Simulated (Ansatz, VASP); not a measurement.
**Ge: VASP beside Ansatz**

POSCAR

```
Ge
1.0
    0.0000000000      2.1162369513      2.1162369513
    2.1162369513      0.0000000000      2.1162369513
    2.1162369513      2.1162369513      0.0000000000
Ge
1
Direct
    0.0000000000      0.0000000000      0.0000000000
```

Contents of INCAR.step1:

```
ALGO = Normal
EDIFF = 1E-4
ENCUT = 520
GGA = PE
ISMEAR = -1
LASPH = T
LCHARG = F
LREAL = F
LWAVE = T
NBANDS = 13
NELM = 60
PREC = Accurate
SIGMA = 0.1
```

Contents of INCAR.step2:

```
ALGO = Normal
EDIFF = 1E-6
ENCUT = 520
ISIF = 2
ISMEAR = -1
ISTART = 1
LASPH = T
LCHARG = T
LELF = T
LMIXTAU = T
LREAL = F
LVHAR = T
LWAVE = F
METAGGA = R2SCAN
NBANDS = 13
NELM = 60
PREC = Accurate
SIGMA = 0.1
```

File KPOINTS:

```
k-points
0
Gamma
  14 14 14
```

Input for Ansatz:

```yaml
crystal:
  lattice:
    - [0.0, 2.1162369513, 2.1162369513]
    - [2.1162369513, 0.0, 2.1162369513]
    - [2.1162369513, 2.1162369513, 0.0]
  atoms:
    - { symbol: Ge, position: [0.0, 0.0, 0.0] }
hamiltonian:
  xc: r2scan
  pseudopotentials:
    kind: paw
    azcp:
      Ge: "pseudopotentials/Ge.paw.azcp"
basis:
  ecutwfc: 500
  fft_grid_basis: typed
kpoints:
  mp_grid: { grid: [14, 14, 14], shift: [0, 0, 0] }
magnetization:
  spin_polarized: false
scf:
  occupations: { method: fermi_dirac, width: 0.1 }
  lower_state_search: "off"
output:
  stress: true
```

Alike in both runs: task single point; functional r2SCAN; k mesh 14 × 14 × 14; occupations fermi-dirac, width 0.1 eV; no spin polarisation.

```csv
,VASP,Ansatz
version,VASP 6.6.1,Ansatz 0.2.0
potentials or method,"VASP PAW PBE potentials, release 64 (Ge_d), cutoff 520 eV","plane waves (500 eV) with PAW, scalar-relativistic"
valence electrons in the cell,14,14
```

Ansatz gave:

```
pressure (GPa) : 0.3
```

Estimate VASP's values.

pressure (GPa): 0.2.

VASP's potentials were made for PBE, not for r2SCAN.
